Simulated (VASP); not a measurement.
# SiO2 (P6_222) in VASP: further runs

The runs below take SiO2 through single point, with r2SCAN.

All numbers are computed with VASP 6.6.1; they aren't measurements. Logs are shortened: lines on timing, memory, paths and dates and some standing lists are left out, and cuts for length are marked.

### 1 The cell of the first run

The structure is hexagonal, space group P6_222 (No. 180). Conventional cell: a = 5.109 Å, b = 5.109 Å, c = 5.596 Å, α = 90.00°, β = 90.00°, γ = 120.00°. Within 2.2 Å of Si (site symmetry 222) lie 4 O at 1.62 Å. Within 2.2 Å of O (site symmetry 2) lie 2 Si at 1.62 Å.

### 2 Single point, r2SCAN (14.06 Å³/atom)

File POSCAR:

```
SiO2
1.0
    5.1091513583      0.0000000000      0.0000000000
   -2.5545756792      4.4246548681      0.0000000000
    0.0000000000      0.0000000000      5.5959014569
Si O
3 6
Direct
    0.5000000000      0.5000000000      0.3333333333
    0.0000000000      0.5000000000      0.6666666667
    0.5000000000      0.0000000000      0.0000000000
    0.2082404179      0.7917595821      0.8333333333
    0.4164808359      0.2082404179      0.1666666667
    0.2082404179      0.4164808359      0.5000000000
    0.7917595821      0.2082404179      0.8333333333
    0.5835191641      0.7917595821      0.1666666667
    0.7917595821      0.5835191641      0.5000000000
```

File INCAR.step1:

```
SYSTEM = SiO2
  PREC = Accurate
  ENCUT = 520
  ISMEAR = 0
  SIGMA = 0.01
  LREAL = .False.
  LASPH = .True.
  NELM = 100
  NBANDS = 34
  GGA = PE
  ALGO = Normal
  EDIFF = 1E-4
  LWAVE = .True.
  LCHARG = .False.
```

File INCAR.step2:

```
SYSTEM = SiO2
  PREC = Accurate
  ENCUT = 520
  EDIFF = 1E-6
  ISMEAR = 0
  SIGMA = 0.01
  LREAL = .False.
  LASPH = .True.
  NELM = 100
  ALGO = Normal
  ISIF = 2
  LWAVE = .False.
  LCHARG = .True.
  METAGGA = R2SCAN
  LMIXTAU = .True.
  LELF = .True.
  LVHAR = .True.
  NBANDS = 34
  ISTART = 1
```

File KPOINTS:

```
Automatic mesh
0
Gamma
  6 6 4
  0 0 0
```

Potentials or basis: VASP PAW PBE potentials, release 64 (Si, O).

Started as:

```sh
$ cat potpaw_PBE.64/Si/POTCAR potpaw_PBE.64/O/POTCAR > POTCAR
$ cp INCAR.step1 INCAR
$ mpirun -np 1 vasp_std > vasp.out
$ cp INCAR.step2 INCAR
$ mpirun -np 1 vasp_std > vasp.out
```

OUTCAR:

```text
SYSTEM = SiO2
   PREC = Accurate
   ENCUT = 520
   EDIFF = 1E-6
   ISMEAR = 0
   LREAL = .False.
   LASPH = .True.
   NELM = 100
   ISIF = 2
   METAGGA = R2SCAN
   ISTART = 1

 ion  position               nearest neighbor table
   1  0.500  0.500  0.333-   5 1.62   8 1.62   6 1.62   9 1.62
   2  0.000  0.500  0.667-   4 1.62   7 1.62   6 1.62   9 1.62
   3  0.500  0.000  0.000-   5 1.62   8 1.62   7 1.62   4 1.62
   4  0.208  0.792  0.833-   2 1.62   3 1.62
   5  0.416  0.208  0.167-   3 1.62   1 1.62
   6  0.208  0.416  0.500-   2 1.62   1 1.62
   7  0.792  0.208  0.833-   2 1.62   3 1.62
   8  0.584  0.792  0.167-   3 1.62   1 1.62
   9  0.792  0.584  0.500-   2 1.62   1 1.62

  LATTYP: Found a hexagonal cell.
 ALAT       =     5.1091513583
 C/A-ratio  =     1.0952702444

  Lattice vectors:

 A1 = (   5.1091513583,   0.0000000000,   0.0000000000)
 A2 = (  -2.5545756792,   4.4246548681,   0.0000000000)
 A3 = (   0.0000000000,   0.0000000000,   5.5959014569)

Analysis of symmetry for initial positions (statically):
=====================================================================
 Subroutine PRICEL returns:
 Original cell was already a primitive cell.

 Routine SETGRP: Setting up the symmetry group for a
 hexagonal supercell.

 Subroutine GETGRP returns: Found 12 space group operations
 (whereof  4 operations were pure point group operations)
 out of a pool of 24 trial point group operations.

The static configuration has the point symmetry D_2 .
 The point group associated with its full space group is D_6 .

Analysis of symmetry for dynamics (positions and initial velocities):
=====================================================================
 Subroutine PRICEL returns:
 Original cell was already a primitive cell.

 Routine SETGRP: Setting up the symmetry group for a
 hexagonal supercell.

 Subroutine GETGRP returns: Found 12 space group operations
 (whereof  4 operations were pure point group operations)
 out of a pool of 24 trial point group operations.

The dynamic configuration has the point symmetry D_2 .
 The point group associated with its full space group is D_6 .

 Subroutine INISYM returns: Found 12 space group operations
 (whereof  4 operations are pure point group operations),
 and found     1 'primitive' translations

----------------------------------------------------------------------------------------

[... 109 lines left out ...]
   ISYM   =      2    0-nonsym 1-usesym 2-fastsym
   POTIM  = 0.5000    time-step for ionic-motion
   TEBEG  =    0.0;   TEEND  =   0.0 temperature during run
   PSTRESS=    0.0 pullay stress
   NELECT =      48.0000    total number of electrons
   NUPDOWN=      -1.0000    fix difference up-down
   EMIN   =  10.00;   EMAX   =-10.00  energy-range for DOS
   EFERMI =   0.00;   METHOD = LEGACY
   ISMEAR =     0;   SIGMA  =   0.01  broadening in eV -4-tet -1-fermi 0-gaus
   EFERMI_NEDOS =   21; number of points for ismear=-14 and -15
   IALGO  =     38    algorithm
   IMIX   =      4    mixing-type and parameters
     AMIX     =   0.40;   BMIX     =  1.00
     AMIX_MAG =   1.60;   BMIX_MAG =  1.00
  volume/ion in A,a.u.               =      14.06        94.85
  Fermi-wavevector in a.u.,A,eV,Ry     =   1.185193  2.239690 19.111873  1.404683
  Thomas-Fermi vector in A             =   2.321392
   LORBIT       =      0    0 simple, 1 ext, 2 COOP (PROOUT), +10 PAW based schemes
   METAGGA = R2SCAN    functional components
   LHFCALC =     F    Hartree Fock is set to
   AEXX    =    0.0000 exact exchange contribution
   IVDW    =     0    specifies the selected vdW correction
   LEPSILON=     F    determine dielectric tensor
   LRPA    =     F    only Hartree local field effects (RPA)
 non-spin polarized calculation
 Gauss-broadening in eV      SIGMA  =   0.01
  energy-cutoff  :      520.00
  volume of cell :      126.50
 maximum number of plane-waves:      3465
 NGX is ok and might be reduce to    40
   NGX = 19   NGY = 19   NGZ = 21

 number of electron      47.9999977 magnetization

 Free energy of the ion-electron system (eV)
  ---------------------------------------------------
  ext. energy  EPLUGINS =         0.00000000
  ---------------------------------------------------
  free energy    TOTEN  =       -89.30293115 eV

  energy without entropy =      -89.30293115  energy(sigma->0) =      -89.30293115

 E-fermi :  -0.0507     XC(G=0):  -9.0754

 val. band max:       -0.1286889742   @ k =   0.5000  -0.0000   0.0000
 cond. band min:       6.0055397835   @ k =   0.0000   0.0000   0.0000
 fundamental gap:      6.1342287577
 Fermi energy:        -0.0507285247

 k-point     1 :       0.0000    0.0000    0.0000
  band No.  band energies     occupation
      1     -20.3871      2.00000
      2     -18.9940      2.00000
      3     -18.9940      2.00000
      4     -18.4365      2.00000
      5     -18.3964      2.00000
      6     -18.3964      2.00000
[... 766 lines left out ...]
     33      12.0489      0.00000
     34      12.0592      0.00000

------------------------ aborting loop because EDIFF is reached ----------------------------------------

  FORCE on cell =-STRESS in cart. coord.  units (eV):
  Direction    XX          YY          ZZ          XY          YZ          ZX
  --------------------------------------------------------------------------------------
  -------------------------------------------------------------------------------------
  Total       -4.0601898     -4.0601898     -4.0579357      0.0000000     -0.0000000      0.0000000
  in kB      -51.4231514    -51.4231514    -51.3946026      0.0000000     -0.0000000      0.0000000
  external PRESSURE =     -51.4136351 kB  Pullay stress =       0.0000000 kB

 VOLUME and BASIS-vectors are now :
 -----------------------------------------------------------------------------
  energy-cutoff  :      520.00
  volume of cell :      126.50
      direct lattice vectors                 reciprocal lattice vectors
     5.109151358  0.000000000  0.000000000     0.195727222  0.113003164  0.000000000
    -2.554575679  4.424654868  0.000000000     0.000000000  0.226006328  0.000000000
     0.000000000  0.000000000  5.595901457     0.000000000  0.000000000  0.178702218

 POSITION                                       TOTAL-FORCE (eV/Angst)
 -----------------------------------------------------------------------------------
      1.27729      2.21233      1.86530        -0.000000      0.000000     -0.000000
     -1.27729      2.21233      3.73060        -0.000000      0.000000      0.000000
      2.55458      0.00000      0.00000        -0.000000      0.000000     -0.000000
     -0.95868      3.50326      4.66325         0.205677     -0.118748      0.000000
      1.59590      0.92139      0.93265         0.205677      0.118748     -0.000000
     -0.00000      1.84278      2.79795        -0.000000      0.237496     -0.000000
      3.51325      0.92139      4.66325        -0.205677      0.118748      0.000000
      0.95868      3.50326      0.93265        -0.205677     -0.118748      0.000000
      2.55458      2.58187      2.79795         0.000000     -0.237496     -0.000000
 -----------------------------------------------------------------------------------
    total drift:                                0.000000     -0.000000      0.000001

  FREE ENERGIE OF THE ION-ELECTRON SYSTEM (eV)
  ---------------------------------------------------
  free  energy   TOTEN  =       -89.3029311544 eV

  energy  without entropy=      -89.3029311544  energy(sigma->0) =      -89.30293115
```

OUTCAR.step1:

```text
SYSTEM = SiO2
   PREC = Accurate
   ENCUT = 520
   ISMEAR = 0
   LREAL = .False.
   LASPH = .True.
   NELM = 100
[... 1022 lines left out ...]
      3.51325      0.92139      4.66325        -0.014005      0.008086      0.000000
      0.95868      3.50326      0.93265        -0.014005     -0.008086      0.000000
      2.55458      2.58187      2.79795         0.000000     -0.016172     -0.000000
 -----------------------------------------------------------------------------------
    total drift:                               -0.000000      0.000000      0.000001

  FREE ENERGIE OF THE ION-ELECTRON SYSTEM (eV)
  ---------------------------------------------------
  free  energy   TOTEN  =       -71.1262315148 eV

  energy  without entropy=      -71.1262315148  energy(sigma->0) =      -71.12623151
```

It took 2.4 min on 1 thread of Intel Xeon 6975P-C (Granite Rapids), shared host; peak memory 0.29 GiB.

Results:

```yaml
Free_energy: -89.3029 eV
Pressure: -5.1 GPa
Largest_force: 0.237 eV/Å
Band_gap_on_the_k_mesh: 6.13 eV (least direct gap 6.32 eV)
```

Forces in eV/Å, atoms in the order of the input:
```
Si   0.000  0.000  0.000
Si   0.000  0.000  0.000
Si   0.000  0.000  0.000
O    0.206 -0.119  0.000
O    0.206  0.119  0.000
O    0.000  0.237  0.000
O   -0.206  0.119  0.000
O   -0.206 -0.119  0.000
O    0.000 -0.237  0.000
```

Levels at points of the mesh, in eV from the valence-band top:
```
           k point  band 21  band 22  band 23  band 24  band 25  band 26  band 27  band 28
(0.00, 0.00, 0.00)    -0.97    -0.44    -0.44    -0.18     6.13     9.58     9.58     9.91
(0.50, 0.00, 0.00)    -1.12    -0.98    -0.34     0.00     8.24     9.08    10.23    10.35
(0.00, 0.00, 0.50)    -1.12    -0.29     0.00     0.00     7.99     7.99     9.15    10.55
(0.50, 0.00, 0.50)    -0.90    -0.71    -0.68    -0.33     9.15     9.70     9.77     9.99
```

Caveat: the cell stands under tension; the PAW data sets were made with another functional, which shifts forces and pressure a little. A k mesh can miss the band edges.

### 3 Single point, r2SCAN (14.47 Å³/atom)

This run uses another cell than the first one, of 14.47 Å³/atom.

Edit POSCAR of step 2 so:

```diff
@@ -2,5 +2,5 @@
 1.0
-    5.1091513583      0.0000000000      0.0000000000
-   -2.5545756792      4.4246548681      0.0000000000
-    0.0000000000      0.0000000000      5.5959014569
+    5.1582808276      0.0000000000      0.0000000000
+   -2.5791404138      4.4672022365      0.0000000000
+    0.0000000000      0.0000000000      5.6497115027
 Si O
```

File INCAR.step1:

```
  PREC = Accurate
  ENCUT = 520
  ISMEAR = 0
  SIGMA = 0.01
  LREAL = F
  LASPH = T
  NELM = 60
  NBANDS = 34
  GGA = PE
  ALGO = Normal
  EDIFF = 1E-4
  LWAVE = T
  LCHARG = F
```

File INCAR.step2:

```
  PREC = Accurate
  ENCUT = 520
  EDIFF = 1E-6
  ISMEAR = 0
  SIGMA = 0.01
  LREAL = F
  LASPH = T
  NELM = 60
  ALGO = Normal
  ISIF = 2
  LWAVE = F
  LCHARG = F
  METAGGA = R2SCAN
  LMIXTAU = T
  NBANDS = 34
  ISTART = 1
```

File KPOINTS:

```
regular mesh
0
Gamma
  6 6 4
```

Potentials or basis: VASP PAW PBE potentials, release 64 (Si, O).

Started as:

```sh
$ cat potpaw_PBE.64/Si/POTCAR potpaw_PBE.64/O/POTCAR > POTCAR
$ cp INCAR.step1 INCAR
$ mpirun -np 1 vasp_std > vasp.out
$ cp INCAR.step2 INCAR
$ mpirun -np 1 vasp_std > vasp.out
```

OUTCAR:

```text
PREC = Accurate
   ENCUT = 520
   EDIFF = 1E-6
   ISMEAR = 0
   LREAL = F
   LASPH = T
   NELM = 60
   ISIF = 2
   METAGGA = R2SCAN
   ISTART = 1

 ion  position               nearest neighbor table
   1  0.500  0.500  0.333-   5 1.64   8 1.64   6 1.64   9 1.64
   2  0.000  0.500  0.667-   4 1.64   7 1.64   6 1.64   9 1.64
   3  0.500  0.000  0.000-   5 1.64   8 1.64   7 1.64   4 1.64
   4  0.208  0.792  0.833-   2 1.64   3 1.64
   5  0.416  0.208  0.167-   3 1.64   1 1.64
   6  0.208  0.416  0.500-   2 1.64   1 1.64
   7  0.792  0.208  0.833-   2 1.64   3 1.64
   8  0.584  0.792  0.167-   3 1.64   1 1.64
   9  0.792  0.584  0.500-   2 1.64   1 1.64

  LATTYP: Found a hexagonal cell.
 ALAT       =     5.1582808276
 C/A-ratio  =     1.0952702444

  Lattice vectors:

 A1 = (   5.1582808276,   0.0000000000,   0.0000000000)
 A2 = (  -2.5791404138,   4.4672022365,   0.0000000000)
 A3 = (   0.0000000000,   0.0000000000,   5.6497115027)

Analysis of symmetry for initial positions (statically):
[... 194 lines left out ...]
  band No.  band energies     occupation
      1     -20.4289      2.00000
      2     -19.0873      2.00000
      3     -19.0873      2.00000
      4     -18.5509      2.00000
      5     -18.5149      2.00000
      6     -18.5149      2.00000
[... 766 lines left out ...]
     33      11.6960      0.00000
     34      11.7397      0.00000

------------------------ aborting loop because EDIFF is reached ----------------------------------------

  FORCE on cell =-STRESS in cart. coord.  units (eV):
  Direction    XX          YY          ZZ          XY          YZ          ZX
  --------------------------------------------------------------------------------------
  -------------------------------------------------------------------------------------
  Total       -7.8971771     -7.8971771     -7.9269409      0.0000000      0.0000000     -0.0000000
  in kB      -97.1886591    -97.1886591    -97.5549560      0.0000000      0.0000000     -0.0000000
  external PRESSURE =     -97.3107581 kB  Pullay stress =       0.0000000 kB

 VOLUME and BASIS-vectors are now :
 -----------------------------------------------------------------------------
  energy-cutoff  :      520.00
  volume of cell :      130.19
      direct lattice vectors                 reciprocal lattice vectors
     5.158280828  0.000000000  0.000000000     0.193863040  0.111926878  0.000000000
    -2.579140414  4.467202237  0.000000000     0.000000000  0.223853756  0.000000000
     0.000000000  0.000000000  5.649711503     0.000000000  0.000000000  0.177000188

 POSITION                                       TOTAL-FORCE (eV/Angst)
 -----------------------------------------------------------------------------------
      1.28957      2.23360      1.88324         0.000000      0.000000     -0.000000
     -1.28957      2.23360      3.76647         0.000000      0.000000     -0.000000
      2.57914      0.00000      0.00000         0.000000      0.000000      0.000000
     -0.96790      3.53695      4.70809         0.378653     -0.218615     -0.000000
      1.61124      0.93025      0.94162         0.378653      0.218615     -0.000000
     -0.00000      1.86050      2.82486         0.000000      0.437230      0.000000
      3.54704      0.93025      4.70809        -0.378653      0.218615     -0.000000
      0.96790      3.53695      0.94162        -0.378653     -0.218615      0.000000
      2.57914      2.60670      2.82486         0.000000     -0.437230      0.000000
 -----------------------------------------------------------------------------------
    total drift:                                0.000000     -0.000000      0.000001

  FREE ENERGIE OF THE ION-ELECTRON SYSTEM (eV)
  ---------------------------------------------------
  free  energy   TOTEN  =       -89.1362115049 eV

  energy  without entropy=      -89.1362115049  energy(sigma->0) =      -89.13621150
```

OUTCAR.step1:

```text
PREC = Accurate
   ENCUT = 520
   ISMEAR = 0
   LREAL = F
[... 1023 lines left out ...]
     -0.00000      1.86050      2.82486         0.000000      0.213027      0.000000
      3.54704      0.93025      4.70809        -0.184487      0.106513     -0.000000
      0.96790      3.53695      0.94162        -0.184487     -0.106513      0.000000
      2.57914      2.60670      2.82486        -0.000000     -0.213027      0.000000
 -----------------------------------------------------------------------------------
    total drift:                                0.000000     -0.000000      0.000001

  FREE ENERGIE OF THE ION-ELECTRON SYSTEM (eV)
  ---------------------------------------------------
  free  energy   TOTEN  =       -71.0665647754 eV

  energy  without entropy=      -71.0665647754  energy(sigma->0) =      -71.06656478
```

Run time: 2.2 min. Hardware: 1 thread of Intel Xeon 6975P-C (Granite Rapids), shared host; peak memory 0.29 GiB.

What came out:

- Free energy: -89.1362 eV
- Pressure: -9.7 GPa
- Largest force: 0.437 eV/Å
- Band gap on the k mesh: 5.95 eV (least direct gap 6.13 eV)

Forces in eV/Å, atoms in the order of the input:
```
Si   0.000  0.000  0.000
Si   0.000  0.000  0.000
Si   0.000  0.000  0.000
O    0.379 -0.219  0.000
O    0.379  0.219  0.000
O    0.000  0.437  0.000
O   -0.379  0.219  0.000
O   -0.379 -0.219  0.000
O    0.000 -0.437  0.000
```

Levels at points of the mesh, in eV from the valence-band top:
```
           k point  band 21  band 22  band 23  band 24  band 25  band 26  band 27  band 28
(0.00, 0.00, 0.00)    -0.94    -0.42    -0.42    -0.17     5.95     9.43     9.43     9.74
(0.50, 0.00, 0.00)    -1.08    -0.94    -0.33     0.00     8.05     8.88    10.06    10.17
(0.00, 0.00, 0.50)    -1.07    -0.29     0.00     0.00     7.80     7.80     9.05    10.36
(0.50, 0.00, 0.50)    -0.86    -0.69    -0.66    -0.31     8.75     9.40     9.65     9.87
```

Caveat: the cell stands under tension; the PAW data sets were made with another functional, which shifts forces and pressure a little. A k mesh can miss the band edges.
